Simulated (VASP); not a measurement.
# Sc (Fm-3m) in VASP: single point with PBEsol

Aim: the single point of Sc with PBEsol.

Program: VASP 6.6.1. These are calculated values, not measurements. Logs are shortened: lines on timing, memory, paths and dates and some standing lists are left out, and cuts for length are marked.

## 1. The cell of the first run

The structure is cubic, space group Fm-3m (No. 225). Conventional cell: a = 4.550 Å, b = 4.550 Å, c = 4.550 Å, α = 90.00°, β = 90.00°, γ = 90.00°. Within 4.2 Å of Sc (site symmetry m-3m) lie 12 Sc at 3.22 Å.

## 2. Single point, PBEsol

Contents of INCAR:

```
  PREC = Accurate
  ENCUT = 520
  EDIFF = 1E-6
  ISMEAR = 1
  SIGMA = 0.05
  LREAL = False
  LASPH = True
  NELM = 80
  ALGO = Normal
  ISIF = 2
  LWAVE = False
  LCHARG = False
  GGA = PS
  NBANDS = 30
```

Contents of KPOINTS:

```
Automatic mesh
0
Gamma
  6 6 6
```

Contents of POSCAR:

```
Sc
1.0
    4.5501090631      0.0000000000      0.0000000000
    0.0000000000      4.5501090631      0.0000000000
    0.0000000000      0.0000000000      4.5501090631
Sc
4
Direct
    0.0000000000      0.0000000000      0.0000000000
    0.0000000000      0.5000000000      0.5000000000
    0.5000000000      0.0000000000      0.5000000000
    0.5000000000      0.5000000000      0.0000000000
```

Potentials or basis: VASP PAW PBE potentials, release 64 (Sc_sv).

On the command line:

```
> cat potpaw_PBE.64/Sc_sv/POTCAR > POTCAR
> mpirun -np 1 vasp_std > vasp.out
```

OUTCAR:

```text
PREC = Accurate
   ENCUT = 520
   EDIFF = 1E-6
   ISMEAR = 1
   LREAL = False
   LASPH = True
   NELM = 80
   ISIF = 2
   GGA = PS

 ion  position               nearest neighbor table
   1  0.000  0.000  0.000-   2 3.22   3 3.22   4 3.22   2 3.22   3 3.22   2 3.22   4 3.22   2 3.22
                             3 3.22   4 3.22   3 3.22   4 3.22
   2  0.000  0.500  0.500-   1 3.22   3 3.22   4 3.22   1 3.22   4 3.22   1 3.22   3 3.22   1 3.22
                             3 3.22   4 3.22   4 3.22   3 3.22
   3  0.500  0.000  0.500-   1 3.22   2 3.22   4 3.22   1 3.22   4 3.22   2 3.22   4 3.22   4 3.22
                             1 3.22   2 3.22   1 3.22   2 3.22
   4  0.500  0.500  0.000-   1 3.22   2 3.22   3 3.22   2 3.22   3 3.22   1 3.22   3 3.22   3 3.22
                             1 3.22   2 3.22   2 3.22   1 3.22

  LATTYP: Found a simple cubic cell.
 ALAT       =     4.5501090631

  Lattice vectors:

 A1 = (   4.5501090631,   0.0000000000,   0.0000000000)
 A2 = (   0.0000000000,   4.5501090631,   0.0000000000)
 A3 = (   0.0000000000,   0.0000000000,   4.5501090631)

Analysis of symmetry for initial positions (statically):
=====================================================================
 Subroutine PRICEL returns following result:

  LATTYP: Found a face centered cubic cell.
 ALAT       =     4.5501090631

  Lattice vectors:

 A1 = (   2.2750545315,  -2.2750545315,   0.0000000000)
 A2 = (   2.2750545315,   0.0000000000,   2.2750545315)
 A3 = (   0.0000000000,  -2.2750545315,   2.2750545315)

   4 primitive cells build up your supercell.

 Routine SETGRP: Setting up the symmetry group for a
 simple cubic supercell.

 Subroutine GETGRP returns: Found 48 space group operations
 (whereof 48 operations were pure point group operations)
 out of a pool of 48 trial point group operations.

The static configuration has the point symmetry O_h .

Analysis of symmetry for dynamics (positions and initial velocities):
=====================================================================
 Subroutine PRICEL returns following result:

  LATTYP: Found a face centered cubic cell.
 ALAT       =     4.5501090631

  Lattice vectors:

 A1 = (   2.2750545315,  -2.2750545315,   0.0000000000)
 A2 = (   2.2750545315,   0.0000000000,   2.2750545315)
 A3 = (   0.0000000000,  -2.2750545315,   2.2750545315)

   4 primitive cells build up your supercell.

 Routine SETGRP: Setting up the symmetry group for a
 simple cubic supercell.

 Subroutine GETGRP returns: Found 48 space group operations
 (whereof 48 operations were pure point group operations)
 out of a pool of 48 trial point group operations.

The dynamic configuration has the point symmetry O_h .

 Subroutine INISYM returns: Found 48 space group operations
 (whereof 48 operations are pure point group operations),
 and found     4 'primitive' translations

----------------------------------------------------------------------------------------

                                     Primitive cell

  volume of cell :      23.5508

  direct lattice vectors                    reciprocal lattice vectors
     2.275054532 -2.275054532  0.000000000     0.219774952 -0.219774952 -0.219774952
     2.275054532  0.000000000  2.275054532     0.219774952  0.219774952  0.219774952
     0.000000000 -2.275054532  2.275054532    -0.219774952 -0.219774952  0.219774952

  length of vectors
     3.217412974  3.217412974  3.217412974     0.380661383  0.380661383  0.380661383

  position of ions in fractional coordinates (direct lattice)
     0.000000000  0.000000000  0.000000000

  ion indices of the primitive-cell ions
   primitive index   ion index
                 1           1

----------------------------------------------------------------------------------------

 KPOINTS: Automatic mesh

Automatic generation of k-mesh.
 Grid dimensions read from file:
 generate k-points for:    6    6    6

 Generating k-lattice:

  Cartesian coordinates                     Fractional coordinates (reciprocal lattice)
     0.036629159  0.000000000  0.000000000     0.166666667  0.000000000  0.000000000
     0.000000000  0.036629159  0.000000000     0.000000000  0.166666667  0.000000000
     0.000000000  0.000000000  0.036629159     0.000000000  0.000000000  0.166666667

  Length of vectors
     0.036629159  0.036629159  0.036629159

  Shift w.r.t. Gamma in fractional coordinates (k-lattice)
     0.000000000  0.000000000  0.000000000

 Subroutine IBZKPT returns following result:
 ===========================================

 Found     20 irreducible k-points:

 Following reciprocal coordinates:
            Coordinates               Weight
  0.000000  0.000000  0.000000      1.000000
  0.166667  0.000000  0.000000      6.000000
  0.333333  0.000000  0.000000      6.000000
  0.500000  0.000000  0.000000      3.000000
  0.166667  0.166667  0.000000     12.000000
  0.333333  0.166667  0.000000     24.000000
[... 12 lines left out ...]
  0.500000  0.500000  0.333333      6.000000
  0.500000  0.500000  0.500000      1.000000
   k-points           NKPTS =     20   k-points in BZ     NKDIM =     20   number of bands    NBANDS=     30
   number of dos      NEDOS =    301   number of ions     NIONS =      4
   total plane-waves  NPLWV =  46656
   dimension x,y,z NGX =    36 NGY =   36 NGZ =   36
   dimension x,y,z NGXF=    72 NGYF=   72 NGZF=   72
   ions per type =               4
   NGX,Y,Z   is equivalent  to a cutoff of  13.15, 13.15, 13.15 a.u.
   NGXF,Y,Z  is equivalent  to a cutoff of  26.31, 26.31, 26.31 a.u.
 SYSTEM =  unknown system
   PREC   = accura    normal or accurate (medium, high low for compatibility)
   ISTART =      0    job   : 0-new  1-cont  2-samecut
   ICHARG =      2    charge: 1-file 2-atom 10-const
   ISPIN  =      1    spin polarized calculation?
   LNONCOLLINEAR =      F non collinear calculations
   LSORBIT =      F    spin-orbit coupling
   LASPH  =      T    aspherical Exc in radial PAW
   ENCUT  =  520.0 eV  38.22 Ry    6.18 a.u.   8.46  8.46  8.46*2*pi/ulx,y,z
   NELM   =     80;   NELMIN=  2; NELMDL= -5     # of ELM steps
   EDIFF  = 0.1E-05   stopping-criterion for ELM
   LREAL  =      F    real-space projection
   EDIFFG = 0.1E-04   stopping-criterion for IOM
   NSW    =      0    number of steps for IOM
   IBRION =     -1    ionic relax: 0-MD 1-quasi-New 2-CG
   NFREE  =      0    steps in history (QN), initial steepest desc. (CG)
   ISIF   =      2    stress and relaxation
   ISYM   =      2    0-nonsym 1-usesym 2-fastsym
   POTIM  = 0.5000    time-step for ionic-motion
   TEBEG  =    0.0;   TEEND  =   0.0 temperature during run
   PSTRESS=    0.0 pullay stress
   NELECT =      44.0000    total number of electrons
   NUPDOWN=      -1.0000    fix difference up-down
   EMIN   =  10.00;   EMAX   =-10.00  energy-range for DOS
   EFERMI =   0.00;   METHOD = LEGACY
   ISMEAR =     1;   SIGMA  =   0.05  broadening in eV -4-tet -1-fermi 0-gaus
   EFERMI_NEDOS =   21; number of points for ismear=-14 and -15
   IALGO  =     38    algorithm
   IMIX   =      4    mixing-type and parameters
     AMIX     =   0.40;   BMIX     =  1.00
     AMIX_MAG =   1.60;   BMIX_MAG =  1.00
  volume/ion in A,a.u.               =      23.55       158.93
  Fermi-wavevector in a.u.,A,eV,Ry     =   1.270196  2.400322 21.951595  1.613397
  Thomas-Fermi vector in A             =   2.403196
   LORBIT       =      0    0 simple, 1 ext, 2 COOP (PROOUT), +10 PAW based schemes
   GGA     = PS    functional components
   LHFCALC =     F    Hartree Fock is set to
   AEXX    =    0.0000 exact exchange contribution
   IVDW    =     0    specifies the selected vdW correction
   LEPSILON=     F    determine dielectric tensor
   LRPA    =     F    only Hartree local field effects (RPA)
 non-spin polarized calculation
 Methfessel and Paxton  Order N= 1 SIGMA  =   0.05
  energy-cutoff  :      520.00
  volume of cell :       94.20
 maximum number of plane-waves:      2562
 NGX is ok and might be reduce to    36
   NGX = 17   NGY = 17   NGZ = 17

 number of electron      44.0000024 magnetization

 Free energy of the ion-electron system (eV)
  ---------------------------------------------------
  ext. energy  EPLUGINS =         0.00000000
  ---------------------------------------------------
  free energy    TOTEN  =       -26.24710561 eV

  energy without entropy =      -26.24945616  energy(sigma->0) =      -26.24788912

 E-fermi :   3.8772     XC(G=0): -10.1753

 val. band max:        3.8194618960   @ k =   0.3333   0.3333   0.1667
 cond. band min:       3.8879875544   @ k =   0.5000   0.3333   0.3333
 fundamental gap:      0.0685256584
 Fermi energy:         3.8771515025

 k-point     1 :       0.0000    0.0000    0.0000
  band No.  band energies     occupation
      1     -45.2029      2.00000
      2     -45.1052      2.00000
      3     -45.1052      2.00000
      4     -45.1052      2.00000
      5     -24.1147      2.00000
      6     -24.1147      2.00000
[... 22 lines left out ...]
     29       5.9832      0.00000
     30       7.0084      0.00000

 k-point     2 :       0.1667    0.0000    0.0000
  band No.  band energies     occupation
      1     -45.1963      2.00000
      2     -45.1117      2.00000
      3     -45.1051      2.00000
      4     -45.1051      2.00000
      5     -24.0968      2.00000
      6     -24.0968      2.00000
[... 22 lines left out ...]
     29       5.6489      0.00000
     30       6.8104      0.00000

 k-point     3 :       0.3333    0.0000    0.0000
  band No.  band energies     occupation
      1     -45.1785      2.00000
      2     -45.1296      2.00000
      3     -45.1050      2.00000
      4     -45.1050      2.00000
      5     -24.0477      2.00000
      6     -24.0477      2.00000
[... 22 lines left out ...]
     29       5.9759      0.00000
     30       6.2770      0.00000

 k-point     4 :       0.5000    0.0000    0.0000
  band No.  band energies     occupation
      1     -45.1541      2.00000
      2     -45.1541      2.00000
      3     -45.1050      2.00000
      4     -45.1050      2.00000
      5     -23.9801      2.00000
      6     -23.9801      2.00000
[... 22 lines left out ...]
     29       6.5040      0.00000
     30       6.5062      0.00000

 k-point     5 :       0.1667    0.1667    0.0000
  band No.  band energies     occupation
      1     -45.1902      2.00000
      2     -45.1112      2.00000
      3     -45.1112      2.00000
      4     -45.1055      2.00000
      5     -24.0794      2.00000
      6     -24.0763      2.00000
[... 22 lines left out ...]
     29       5.7183      0.00000
     30       6.7659      0.00000
[... 394 lines left out ...]
     29       5.6167      0.00000
     30       5.9056      0.00000

 k-point    18 :       0.5000    0.3333    0.3333
  band No.  band energies     occupation
      1     -45.1354      2.00000
      2     -45.1354      2.00000
      3     -45.1231      2.00000
      4     -45.1231      2.00000
      5     -24.1146      2.00000
      6     -24.1146      2.00000
[... 22 lines left out ...]
     29       5.6427      0.00000
     30       5.6880      0.00000

 k-point    19 :       0.5000    0.5000    0.3333
  band No.  band energies     occupation
      1     -45.1292      2.00000
      2     -45.1292      2.00000
      3     -45.1292      2.00000
      4     -45.1292      2.00000
      5     -24.1217      2.00000
      6     -24.1217      2.00000
[... 22 lines left out ...]
     29       5.5482      0.00000
     30       5.5482      0.00000

 k-point    20 :       0.5000    0.5000    0.5000
  band No.  band energies     occupation
      1     -45.1291      2.00000
      2     -45.1291      2.00000
      3     -45.1291      2.00000
      4     -45.1291      2.00000
      5     -24.1455      2.00000
      6     -24.1455      2.00000
[... 22 lines left out ...]
     29       5.4192      0.00000
     30       5.4192      0.00000

------------------------ aborting loop because EDIFF is reached ----------------------------------------

  FORCE on cell =-STRESS in cart. coord.  units (eV):
  Direction    XX          YY          ZZ          XY          YZ          ZX
  --------------------------------------------------------------------------------------
  -------------------------------------------------------------------------------------
  Total        0.0140761      0.0140761      0.0140761      0.0000000      0.0000000     -0.0000000
  in kB        0.2394010      0.2394010      0.2394010      0.0000000      0.0000000     -0.0000000
  external PRESSURE =       0.2394010 kB  Pullay stress =       0.0000000 kB

 VOLUME and BASIS-vectors are now :
 -----------------------------------------------------------------------------
  energy-cutoff  :      520.00
  volume of cell :       94.20
      direct lattice vectors                 reciprocal lattice vectors
     4.550109063  0.000000000  0.000000000     0.219774952  0.000000000  0.000000000
     0.000000000  4.550109063  0.000000000     0.000000000  0.219774952  0.000000000
     0.000000000  0.000000000  4.550109063     0.000000000  0.000000000  0.219774952

 POSITION                                       TOTAL-FORCE (eV/Angst)
 -----------------------------------------------------------------------------------
      0.00000      0.00000      0.00000         0.000000      0.000000      0.000000
      0.00000      2.27505      2.27505        -0.000000     -0.000000     -0.000000
      2.27505      0.00000      2.27505         0.000000      0.000000      0.000000
      2.27505      2.27505      0.00000        -0.000000      0.000000      0.000000
 -----------------------------------------------------------------------------------
    total drift:                                0.000000      0.000000      0.000000

  FREE ENERGIE OF THE ION-ELECTRON SYSTEM (eV)
  ---------------------------------------------------
  free  energy   TOTEN  =       -26.2471056054 eV

  energy  without entropy=      -26.2494561602  energy(sigma->0) =      -26.24788912
```

It took 20 s on 1 thread of Intel Xeon 6975P-C (Granite Rapids), shared host; peak memory 0.21 GiB.

What came out:

| Property | Result |
| --- | --- |
| Free energy | -26.2471 eV |
| Pressure | 0.0 GPa |
| Band gap on the k mesh | zero (band 22 reaches 4.25 eV, above the bottom of band 23 at 3.20 eV) |

Caveat: the PAW data sets were made with another functional, which shifts forces and pressure a little.
